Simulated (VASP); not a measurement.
# Ag (P6/mmm) in VASP: a series of runs

Runs on Ag. Level: PBEsol. Tasks: single point.

Program: VASP 6.6.1. These are calculated values, not measurements. Logs are shortened: lines on timing, memory, paths and dates and some standing lists are left out, and cuts for length are marked.

### 1 The cell of the first run

Symmetry: P6/mmm, No. 191, hexagonal system. Conventional cell: a = 4.677 Å, b = 4.677 Å, c = 2.802 Å, α = 90.00°, β = 90.00°, γ = 120.00°. Within 3.7 Å of Ag (site symmetry 6/mmm) lie 14 Ag at 2.80 to 3.04 Å. Within 3.6 Å of Ag (site symmetry -6m2) lie 11 Ag at 2.70 to 3.04 Å.

### 2 Single point, PBEsol (volume scaled by 1.04)

Input file INCAR:

```
SYSTEM = Ag
PREC = Accurate ; ENCUT = 520
EDIFF = 1E-6 ; ISMEAR = -1
SIGMA = 0.1 ; LREAL = .False.
LASPH = .True. ; NELM = 100
ALGO = Normal ; ISIF = 2
LWAVE = .False. ; LCHARG = .True.
GGA = PS ; LELF = .True.
LVHAR = .True. ; NBANDS = 24
```

Input file KPOINTS:

```
regular mesh
0
Gamma
  9 9 13
  0 0 0
```

Input file POSCAR:

```
Ag
1.0
    4.6771875630      0.0000000000      0.0000000000
   -2.3385937815      4.0505632478      0.0000000000
    0.0000000000      0.0000000000      2.8024040806
Ag
3
Direct
    0.0000000000      1.0000000000      0.0000000000
    0.3333333333      0.6666666667      0.5000000000
    0.6666666667      0.3333333333      0.5000000000
```

Potentials or basis: VASP PAW PBE potentials, release 64 (Ag).

On the command line:

```sh
$ cat potpaw_PBE.64/Ag/POTCAR > POTCAR
$ mpirun -np 1 vasp_std > vasp.out
```

OUTCAR:

```text
SYSTEM = Ag
   PREC = Accurate
   ENCUT = 520
   EDIFF = 1E-6
   ISMEAR = -1
   LREAL = .False.
   LASPH = .True.
   NELM = 100
   ISIF = 2
   GGA = PS

 ion  position               nearest neighbor table
   1  0.000  0.000  0.000-   2 3.04   3 3.04   2 3.04   3 3.04   2 3.04   2 3.04   3 3.04   3 3.04
                             3 3.04   3 3.04   2 3.04   2 3.04
   2  0.333  0.667  0.500-   3 2.70   3 2.70   3 2.70   1 3.04   1 3.04   1 3.04   1 3.04   1 3.04
                             1 3.04
   3  0.667  0.333  0.500-   2 2.70   2 2.70   2 2.70   1 3.04   1 3.04   1 3.04   1 3.04   1 3.04
                             1 3.04

  LATTYP: Found a hexagonal cell.
 ALAT       =     4.6771875630
 C/A-ratio  =     0.5991643574

  Lattice vectors:

 A1 = (   4.6771875630,   0.0000000000,   0.0000000000)
 A2 = (  -2.3385937815,   4.0505632478,   0.0000000000)
 A3 = (   0.0000000000,   0.0000000000,   2.8024040806)

Analysis of symmetry for initial positions (statically):
=====================================================================
 Subroutine PRICEL returns:
 Original cell was already a primitive cell.

 Routine SETGRP: Setting up the symmetry group for a
 hexagonal supercell.

 Subroutine GETGRP returns: Found 24 space group operations
 (whereof 24 operations were pure point group operations)
 out of a pool of 24 trial point group operations.

The static configuration has the point symmetry D_6h.

Analysis of symmetry for dynamics (positions and initial velocities):
=====================================================================
 Subroutine PRICEL returns:
 Original cell was already a primitive cell.

 Routine SETGRP: Setting up the symmetry group for a
 hexagonal supercell.

 Subroutine GETGRP returns: Found 24 space group operations
 (whereof 24 operations were pure point group operations)
 out of a pool of 24 trial point group operations.

The dynamic configuration has the point symmetry D_6h.

 Subroutine INISYM returns: Found 24 space group operations
 (whereof 24 operations are pure point group operations),
 and found     1 'primitive' translations

----------------------------------------------------------------------------------------

                                     Primitive cell

  volume of cell :      53.0922

  direct lattice vectors                    reciprocal lattice vectors
     4.677187563  0.000000000  0.000000000     0.213803699  0.123439623  0.000000000
    -2.338593782  4.050563248  0.000000000     0.000000000  0.246879246  0.000000000
[... 80 lines left out ...]
   ICHARG =      2    charge: 1-file 2-atom 10-const
   ISPIN  =      1    spin polarized calculation?
   LNONCOLLINEAR =      F non collinear calculations
   LSORBIT =      F    spin-orbit coupling
   LASPH  =      T    aspherical Exc in radial PAW
   ENCUT  =  520.0 eV  38.22 Ry    6.18 a.u.   8.70  8.70  5.21*2*pi/ulx,y,z
   NELM   =    100;   NELMIN=  2; NELMDL= -5     # of ELM steps
   EDIFF  = 0.1E-05   stopping-criterion for ELM
   LREAL  =      F    real-space projection
   EDIFFG = 0.1E-04   stopping-criterion for IOM
   NSW    =      0    number of steps for IOM
   IBRION =     -1    ionic relax: 0-MD 1-quasi-New 2-CG
   NFREE  =      0    steps in history (QN), initial steepest desc. (CG)
   ISIF   =      2    stress and relaxation
   ISYM   =      2    0-nonsym 1-usesym 2-fastsym
   POTIM  = 0.5000    time-step for ionic-motion
   TEBEG  =    0.0;   TEEND  =   0.0 temperature during run
   PSTRESS=    0.0 pullay stress
   NELECT =      33.0000    total number of electrons
   NUPDOWN=      -1.0000    fix difference up-down
   EMIN   =  10.00;   EMAX   =-10.00  energy-range for DOS
   EFERMI =   0.00;   METHOD = LEGACY
   ISMEAR =    -1;   SIGMA  =   0.10  broadening in eV -4-tet -1-fermi 0-gaus
   EFERMI_NEDOS =   21; number of points for ismear=-14 and -15
   IALGO  =     38    algorithm
   IMIX   =      4    mixing-type and parameters
     AMIX     =   0.40;   BMIX     =  1.00
     AMIX_MAG =   1.60;   BMIX_MAG =  1.00
  volume/ion in A,a.u.               =      17.70       119.43
  Fermi-wavevector in a.u.,A,eV,Ry     =   1.397127  2.640187 26.558073  1.951963
  Thomas-Fermi vector in A             =   2.520414
   LORBIT       =      0    0 simple, 1 ext, 2 COOP (PROOUT), +10 PAW based schemes
   GGA     = PS    functional components
   LHFCALC =     F    Hartree Fock is set to
   AEXX    =    0.0000 exact exchange contribution
   IVDW    =     0    specifies the selected vdW correction
   LEPSILON=     F    determine dielectric tensor
   LRPA    =     F    only Hartree local field effects (RPA)
 non-spin polarized calculation
  energy-cutoff  :      520.00
  volume of cell :       53.09
 maximum number of plane-waves:      1450
 NGX is ok and might be reduce to    36
   NGX = 17   NGY = 17   NGZ = 11

 number of electron      33.0000000 magnetization

 Free energy of the ion-electron system (eV)
  ---------------------------------------------------
  ext. energy  EPLUGINS =         0.00000000
  ---------------------------------------------------
  free energy    TOTEN  =        -9.68562570 eV

  energy without entropy =       -9.65739817  energy(sigma->0) =       -9.67151193

 E-fermi :   7.7190     XC(G=0): -12.1823

 val. band max:        7.7069704707   @ k =   0.2222   0.2222   0.4615
 cond. band min:       7.7196197757   @ k =   0.4444   0.0000   0.0000
 fundamental gap:      0.0126493050
 Fermi energy:         7.7189515935

 k-point     1 :       0.0000    0.0000    0.0000
  band No.  band energies     occupation
      1       0.1682      2.00000
      2       1.5804      2.00000
      3       2.6274      2.00000
      4       2.8065      2.00000
      5       2.8739      2.00000
      6       2.8739      2.00000
[... 637 lines left out ...]
     23      22.2120      0.00000
     24      22.5090      0.00000

 [... further k-points ...]
[... 5 lines left out ...]
  --------------------------------------------------------------------------------------
  -------------------------------------------------------------------------------------
  Total       -1.3314714     -1.3314714     -1.4193004      0.0000000      0.0000000      0.0000000
  in kB      -40.1801410    -40.1801410    -42.8305787      0.0000000      0.0000000      0.0000000
  external PRESSURE =     -41.0636202 kB  Pullay stress =       0.0000000 kB

 VOLUME and BASIS-vectors are now :
 -----------------------------------------------------------------------------
  energy-cutoff  :      520.00
  volume of cell :       53.09
      direct lattice vectors                 reciprocal lattice vectors
     4.677187563  0.000000000  0.000000000     0.213803699  0.123439623  0.000000000
    -2.338593782  4.050563248  0.000000000     0.000000000  0.246879246  0.000000000
     0.000000000  0.000000000  2.802404081     0.000000000  0.000000000  0.356836477

 POSITION                                       TOTAL-FORCE (eV/Angst)
 -----------------------------------------------------------------------------------
      0.00000      0.00000      0.00000        -0.000000      0.000000      0.000000
     -0.00000      2.70038      1.40120         0.000000     -0.000000      0.000000
      2.33859      1.35019      1.40120        -0.000000      0.000000      0.000000
 -----------------------------------------------------------------------------------
    total drift:                                0.000000      0.000000     -0.000000

  FREE ENERGIE OF THE ION-ELECTRON SYSTEM (eV)
  ---------------------------------------------------
  free  energy   TOTEN  =        -9.6856257039 eV

  energy  without entropy=       -9.6573981655  energy(sigma->0) =       -9.67151193
```

Run time: 3.9 min. Hardware: 1 thread of AMD EPYC 7R13, shared host; peak memory 0.2 GiB.

Results:

```
Free energy : -9.6856 eV
Pressure    : -4.1 GPa
```

Levels at points of the mesh, in eV from the Fermi level:
| k point | band 12 | band 13 | band 14 | band 15 | band 16 | band 17 | band 18 | band 19 | band 20 | band 21 |
| --- | --- | --- | --- | --- | --- | --- | --- | --- | --- | --- |
| (0.00, 0.00, 0.00) | -3.87 | -3.81 | -3.81 | -2.82 | -2.82 | 4.52 | 4.52 | 4.52 | 4.52 | 4.83 |

Caveat: the PAW data sets were made with another functional, which shifts forces and pressure a little.

[end of part 1 of 3]
